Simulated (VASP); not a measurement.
Here is a VASP 6.6.1 calculation.

File INCAR:

```
SYSTEM = P
  PREC = Accurate
  ENCUT = 520
  EDIFF = 1E-6
  ISMEAR = 0
  SIGMA = 0.05
  LREAL = .FALSE.
  LASPH = .TRUE.
  NELM = 60
  ALGO = Normal
  ISIF = 2
  LWAVE = .FALSE.
  LCHARG = .TRUE.
  GGA = PE
  IVDW = 12
  LELF = .TRUE.
  LVHAR = .TRUE.
  NBANDS = 8
```

Contents of KPOINTS:

```
Automatic mesh
0
G
  22 22 22
  0 0 0
```

POSCAR

```
P
1.0
   -1.4136946601      1.4136946601      1.4136946601
    1.4136946601     -1.4136946601      1.4136946601
    1.4136946601      1.4136946601     -1.4136946601
P
1
Direct
    0.0000000000      0.0000000000      0.0000000000
```

Potentials or basis: VASP PAW PBE potentials, release 64 (P).

Run with:

```sh
$ cat potpaw_PBE.64/P/POTCAR > POTCAR
$ mpirun -np 1 vasp_std > vasp.out
```

(1) Estimate the pressure.

(2) What does it give for the dispersion energy per atom?

Answers

(1) 25.6 GPa.

(2) -0.621 eV.

Caveat: pairwise dispersion overbinds metals, which lowers pressure and volume.
